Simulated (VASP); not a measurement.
# ZrSi3O8 (C2) in VASP: single point with PBE

Aim: the single point of ZrSi3O8 with PBE.

Everything below comes from runs of VASP 6.6.1. Logs are shortened: lines on timing, memory, paths and dates and some standing lists are left out, and cuts for length are marked.

## Step 1: The cell of the first run

It takes space group C2 (No. 5, monoclinic). Conventional cell: a = 7.526 Å, b = 7.662 Å, c = 7.616 Å, α = 90.00°, β = 90.03°, γ = 90.00°. Zr (site symmetry 2) has 4 O at 1.95 to 1.96 Å within 2.6 Å. Si (site symmetry 1) has 4 O at 1.63 to 1.64 Å within 2.2 Å. Within 2.2 Å of Si (site symmetry 2) lie 4 O at 1.63 Å. O (site symmetry 1) has 2 Si at 1.63 Å within 2.2 Å. O (site symmetry 1) has 1 Si at 1.64 Å and 1 Zr at 1.95 Å within 2.2 Å. O (site symmetry 1) has 2 Si at 1.63 Å within 2.2 Å. O (site symmetry 1) has 1 Si at 1.63 Å and 1 Zr at 1.96 Å within 2.2 Å.

## Step 2: Single point, PBE

Contents of INCAR:

```
SYSTEM = ZrSi3O8
  PREC = Accurate
  ENCUT = 520
  EDIFF = 1E-6
  ISMEAR = 0
  SIGMA = 0.02
  LREAL = .False.
  LASPH = .True.
  NELM = 100
  ALGO = Normal
  ISIF = 2
  LWAVE = .False.
  LCHARG = .True.
  GGA = PE
  LELF = .True.
  LVHAR = .True.
  NBANDS = 48
```

Contents of KPOINTS:

```
Automatic mesh
0
Gamma
  4 4 4
  0 0 0
```

Contents of POSCAR:

```
ZrSi3O8
1.0
    3.7632118877     -3.8309161048     -0.0003043822
    3.7632118877      3.8309161048     -0.0003043822
   -0.0038859409      0.0000000000      7.6155906323
Zr Si O
1 3 8
Direct
    0.4798894951      0.5201105049      0.0000000000
    0.9751639082      0.4760642587      0.7303488775
    0.5239357413      0.0248360918      0.2696511225
    0.0230690504      0.9769309496      0.5000000000
    0.0420240498      0.2398605982      0.6057903200
    0.5316661736      0.8576887329      0.0902641357
    0.1423112671      0.4683338264      0.9097358643
    0.7601394018      0.9579759502      0.3942096800
    0.0377575338      0.7393355560      0.6316425738
    0.5378912653      0.3148632120      0.2086817257
    0.6851367880      0.4621087347      0.7913182743
    0.2606644440      0.9622424662      0.3683574262
```

Potentials or basis: VASP PAW PBE potentials, release 64 (Zr_sv, Si, O).

On the command line:

```console
$ cat potpaw_PBE.64/Zr_sv/POTCAR potpaw_PBE.64/Si/POTCAR potpaw_PBE.64/O/POTCAR > POTCAR
$ mpirun -np 1 vasp_std > vasp.out
```

OUTCAR:

```text
SYSTEM = ZrSi3O8
   PREC = Accurate
   ENCUT = 520
   EDIFF = 1E-6
   ISMEAR = 0
   LREAL = .False.
   LASPH = .True.
   NELM = 100
   ISIF = 2
   GGA = PE

 ion  position               nearest neighbor table
   1  0.480  0.520  0.000-   6 1.95   7 1.95  10 1.96  11 1.96   2 3.37   3 3.37   3 3.40   2 3.40

   2  0.975  0.476  0.730-  11 1.63   5 1.63   9 1.63   7 1.64   1 3.37   1 3.40
   3  0.524  0.025  0.270-  10 1.63   8 1.63  12 1.63   6 1.64   1 3.37   1 3.40
   4  0.023  0.977  0.500-   9 1.63  12 1.63   5 1.63   8 1.63
   5  0.042  0.240  0.606-   4 1.63   2 1.63
   6  0.532  0.858  0.090-   3 1.64   1 1.95
   7  0.142  0.468  0.910-   2 1.64   1 1.95
   8  0.760  0.958  0.394-   4 1.63   3 1.63
   9  0.038  0.739  0.632-   4 1.63   2 1.63
  10  0.538  0.315  0.209-   3 1.63   1 1.96
  11  0.685  0.462  0.791-   2 1.63   1 1.96
  12  0.261  0.962  0.368-   4 1.63   3 1.63

  LATTYP: Found a base centered monoclinic cell.
 ALAT       =     7.5264238000
 B/A-ratio  =     1.0179910690
 C/A-ratio  =     1.0118473031
 COS(beta)  =    -0.0005911448

  Lattice vectors:

 A1 = (   3.7632118877,  -3.8309161048,  -0.0003043822)
 A2 = (   3.7632118877,   3.8309161048,  -0.0003043822)
 A3 = (  -0.0038859409,   0.0000000000,   7.6155906323)

Analysis of symmetry for initial positions (statically):
=====================================================================
 Subroutine PRICEL returns:
 Original cell was already a primitive cell.

 Routine SETGRP: Setting up the symmetry group for a
 base centered monoclinic supercell.

 Subroutine GETGRP returns: Found  2 space group operations
 (whereof  2 operations were pure point group operations)
 out of a pool of  4 trial point group operations.

The static configuration has the point symmetry C_2 .

Analysis of symmetry for dynamics (positions and initial velocities):
=====================================================================
 Subroutine PRICEL returns:
 Original cell was already a primitive cell.

 Routine SETGRP: Setting up the symmetry group for a
 base centered monoclinic supercell.

 Subroutine GETGRP returns: Found  2 space group operations
 (whereof  2 operations were pure point group operations)
 out of a pool of  4 trial point group operations.

The dynamic configuration has the point symmetry C_2 .

 Subroutine INISYM returns: Found  2 space group operations
 (whereof  2 operations are pure point group operations),
 and found     1 'primitive' translations

----------------------------------------------------------------------------------------

                                     Primitive cell

  volume of cell :     219.5811

  direct lattice vectors                    reciprocal lattice vectors
     3.763211888 -3.830916105 -0.000304382     0.132865232 -0.130517084  0.000067796
     3.763211888  3.830916105 -0.000304382     0.132865232  0.130517084  0.000067796
    -0.003885941  0.000000000  7.615590632     0.000010621  0.000000000  0.131309584

  length of vectors
     5.370072812  5.370072812  7.615591624     0.186246836  0.186246836  0.131309585

  position of ions in fractional coordinates (direct lattice)
     0.479889495  0.520110505  0.000000000
     0.975163908  0.476064259  0.730348877
     0.523935741  0.024836092  0.269651123
     0.023069050  0.976930950  0.500000000
     0.042024050  0.239860598  0.605790320
     0.531666174  0.857688733  0.090264136
     0.142311267  0.468333826  0.909735864
     0.760139402  0.957975950  0.394209680
     0.037757534  0.739335556  0.631642574
     0.537891265  0.314863212  0.208681726
     0.685136788  0.462108735  0.791318274
     0.260664444  0.962242466  0.368357426

  ion indices of the primitive-cell ions
   primitive index   ion index
                 1           1
                 2           2
                 3           3
                 4           4
                 5           5
                 6           6
                 7           7
                 8           8
                 9           9
                10          10
                11          11
                12          12

----------------------------------------------------------------------------------------

 KPOINTS: Automatic mesh

Automatic generation of k-mesh.
 Grid dimensions read from file:
 generate k-points for:    4    4    4

 Generating k-lattice:

  Cartesian coordinates                     Fractional coordinates (reciprocal lattice)
     0.033216308 -0.032629271  0.000016949     0.250000000  0.000000000  0.000000000
     0.033216308  0.032629271  0.000016949     0.000000000  0.250000000  0.000000000
     0.000002655  0.000000000  0.032827396     0.000000000  0.000000000  0.250000000

  Length of vectors
     0.046561709  0.046561709  0.032827396

  Shift w.r.t. Gamma in fractional coordinates (k-lattice)
     0.000000000  0.000000000  0.000000000

 Subroutine IBZKPT returns following result:
 ===========================================

 Found     24 irreducible k-points:

 Following reciprocal coordinates:
            Coordinates               Weight
  0.000000  0.000000  0.000000      1.000000
  0.250000 -0.000000  0.000000      4.000000
  0.500000 -0.000000  0.000000      2.000000
  0.250000  0.250000  0.000000      2.000000
  0.500000  0.250000  0.000000      4.000000
 -0.250000  0.250000  0.000000      2.000000
[... 16 lines left out ...]
 -0.250000  0.250000  0.500000      2.000000
  0.500000  0.500000  0.500000      1.000000
   k-points           NKPTS =     24   k-points in BZ     NKDIM =     24   number of bands    NBANDS=     48
   number of dos      NEDOS =    301   number of ions     NIONS =     12
   total plane-waves  NPLWV =  96000
   dimension x,y,z NGX =    40 NGY =   40 NGZ =   60
   dimension x,y,z NGXF=    80 NGYF=   80 NGZF=  120
   ions per type =               1   3   8
   NGX,Y,Z   is equivalent  to a cutoff of  12.38, 12.38, 13.10 a.u.
   NGXF,Y,Z  is equivalent  to a cutoff of  24.77, 24.77, 26.20 a.u.
 SYSTEM =  ZrSi3O8
   PREC   = accura    normal or accurate (medium, high low for compatibility)
   ISTART =      0    job   : 0-new  1-cont  2-samecut
   ICHARG =      2    charge: 1-file 2-atom 10-const
   ISPIN  =      1    spin polarized calculation?
   LNONCOLLINEAR =      F non collinear calculations
   LSORBIT =      F    spin-orbit coupling
   LASPH  =      T    aspherical Exc in radial PAW
   ENCUT  =  520.0 eV  38.22 Ry    6.18 a.u.   9.98  9.98 14.16*2*pi/ulx,y,z
   NELM   =    100;   NELMIN=  2; NELMDL= -5     # of ELM steps
   EDIFF  = 0.1E-05   stopping-criterion for ELM
   LREAL  =      F    real-space projection
   EDIFFG = 0.1E-04   stopping-criterion for IOM
   NSW    =      0    number of steps for IOM
   IBRION =     -1    ionic relax: 0-MD 1-quasi-New 2-CG
   NFREE  =      0    steps in history (QN), initial steepest desc. (CG)
   ISIF   =      2    stress and relaxation
   ISYM   =      2    0-nonsym 1-usesym 2-fastsym
   POTIM  = 0.5000    time-step for ionic-motion
   TEBEG  =    0.0;   TEEND  =   0.0 temperature during run
   PSTRESS=    0.0 pullay stress
   NELECT =      72.0000    total number of electrons
   NUPDOWN=      -1.0000    fix difference up-down
   EMIN   =  10.00;   EMAX   =-10.00  energy-range for DOS
   EFERMI =   0.00;   METHOD = LEGACY
   ISMEAR =     0;   SIGMA  =   0.02  broadening in eV -4-tet -1-fermi 0-gaus
   EFERMI_NEDOS =   21; number of points for ismear=-14 and -15
   IALGO  =     38    algorithm
   IMIX   =      4    mixing-type and parameters
     AMIX     =   0.40;   BMIX     =  1.00
     AMIX_MAG =   1.60;   BMIX_MAG =  1.00
  volume/ion in A,a.u.               =      18.30       123.48
  Fermi-wavevector in a.u.,A,eV,Ry     =   1.128896  2.133305 17.339357  1.274407
  Thomas-Fermi vector in A             =   2.265588
   LORBIT       =      0    0 simple, 1 ext, 2 COOP (PROOUT), +10 PAW based schemes
   GGA     = PE    functional components
   LHFCALC =     F    Hartree Fock is set to
   AEXX    =    0.0000 exact exchange contribution
   IVDW    =     0    specifies the selected vdW correction
   LEPSILON=     F    determine dielectric tensor
   LRPA    =     F    only Hartree local field effects (RPA)
 non-spin polarized calculation
 Gauss-broadening in eV      SIGMA  =   0.02
  energy-cutoff  :      520.00
  volume of cell :      219.58
 maximum number of plane-waves:      5936
   NGX = 19   NGY = 19   NGZ = 29

 number of electron      72.0000001 magnetization

 Free energy of the ion-electron system (eV)
  ---------------------------------------------------
  ext. energy  EPLUGINS =         0.00000000
  ---------------------------------------------------
  free energy    TOTEN  =       -99.12048140 eV

  energy without entropy =      -99.12048140  energy(sigma->0) =      -99.12048140

 E-fermi :  -0.7884     XC(G=0):  -7.5494

 val. band max:       -0.8787412376   @ k =   0.0000   0.0000   0.0000
 cond. band min:       4.3024231173   @ k =   0.0000   0.0000   0.0000
 fundamental gap:      5.1811643549
 Fermi energy:        -0.7883627019

 k-point     1 :       0.0000    0.0000    0.0000
  band No.  band energies     occupation
      1     -47.7558      2.00000
      2     -26.1612      2.00000
      3     -26.1197      2.00000
      4     -26.0912      2.00000
      5     -19.7154      2.00000
      6     -18.8394      2.00000
[... 40 lines left out ...]
     47       8.8930      0.00000
     48       8.9421      0.00000

 k-point     2 :       0.2500   -0.0000    0.0000
  band No.  band energies     occupation
      1     -47.7557      2.00000
      2     -26.1601      2.00000
      3     -26.1220      2.00000
      4     -26.0934      2.00000
      5     -19.6317      2.00000
      6     -18.8663      2.00000
[... 1114 lines left out ...]
 k-point    24 :       0.5000    0.5000    0.5000
  band No.  band energies     occupation
      1     -47.7557      2.00000
      2     -26.1567      2.00000
      3     -26.1279      2.00000
      4     -26.1012      2.00000
      5     -19.1934      2.00000
      6     -18.9001      2.00000
[... 40 lines left out ...]
     47       8.3401      0.00000
     48       8.5833      0.00000

------------------------ aborting loop because EDIFF is reached ----------------------------------------

  FORCE on cell =-STRESS in cart. coord.  units (eV):
  Direction    XX          YY          ZZ          XY          YZ          ZX
  --------------------------------------------------------------------------------------
  -------------------------------------------------------------------------------------
  Total        0.1552089      0.1674712      0.1873377      0.0000000      0.0000000      0.0014890
  in kB        1.1324847      1.2219571      1.3669129      0.0000000      0.0000000      0.0108646
  external PRESSURE =       1.2404516 kB  Pullay stress =       0.0000000 kB

 VOLUME and BASIS-vectors are now :
 -----------------------------------------------------------------------------
  energy-cutoff  :      520.00
  volume of cell :      219.58
      direct lattice vectors                 reciprocal lattice vectors
     3.763211888 -3.830916105 -0.000304382     0.132865232 -0.130517084  0.000067796
     3.763211888  3.830916105 -0.000304382     0.132865232  0.130517084  0.000067796
    -0.003885941  0.000000000  7.615590632     0.000010621  0.000000000  0.131309584

 POSITION                                       TOTAL-FORCE (eV/Angst)
 -----------------------------------------------------------------------------------
      3.76321      0.15408     -0.00030         0.000000      0.003018     -0.000000
      5.45844     -1.91201      5.56160         0.018872     -0.012434     -0.036045
      2.06410     -1.91201      2.05339        -0.018872     -0.012434      0.036045
      3.76127      3.65416      3.80749         0.000000     -0.016281     -0.000000
      1.05844      0.75790      4.61337        -0.004308      0.007522      0.003594
      5.22809      1.24897      0.68699         0.015918      0.006019     -0.014507
      2.29445      1.24897      6.92799        -0.015918      0.006019      0.014507
      6.46410      0.75790      3.00162         0.004308      0.007522     -0.003594
      2.92191      2.68769      4.81009        -0.009177      0.001168      0.000986
      3.20828     -0.85440      1.58898         0.014675      0.004356      0.014550
      4.31425     -0.85440      6.02601        -0.014675      0.004356     -0.014550
      4.60063      2.68769      2.80489         0.009177      0.001168     -0.000986
 -----------------------------------------------------------------------------------
    total drift:                                0.000000      0.001005      0.000000

  FREE ENERGIE OF THE ION-ELECTRON SYSTEM (eV)
  ---------------------------------------------------
  free  energy   TOTEN  =       -99.1204814022 eV

  energy  without entropy=      -99.1204814022  energy(sigma->0) =      -99.12048140
```

Run time: 8.9 min. Hardware: 1 thread of Intel Xeon 8259CL, shared host; peak memory 0.42 GiB.

Results:

```yaml
Free_energy: -99.1205 eV
Pressure: 0.1 GPa
Largest_force: 0.043 eV/Å
Band_gap_on_the_k_mesh: 5.18 eV
```

Forces in eV/Å, atoms in the order of the input:
```
Zr   0.000  0.003  0.000
Si   0.019 -0.012 -0.036
Si  -0.019 -0.012  0.036
Si   0.000 -0.016  0.000
O   -0.004  0.008  0.004
O    0.016  0.006 -0.015
O   -0.016  0.006  0.015
O    0.004  0.008 -0.004
O   -0.009  0.001  0.001
O    0.015  0.004  0.015
O   -0.015  0.004 -0.015
O    0.009  0.001 -0.001
```
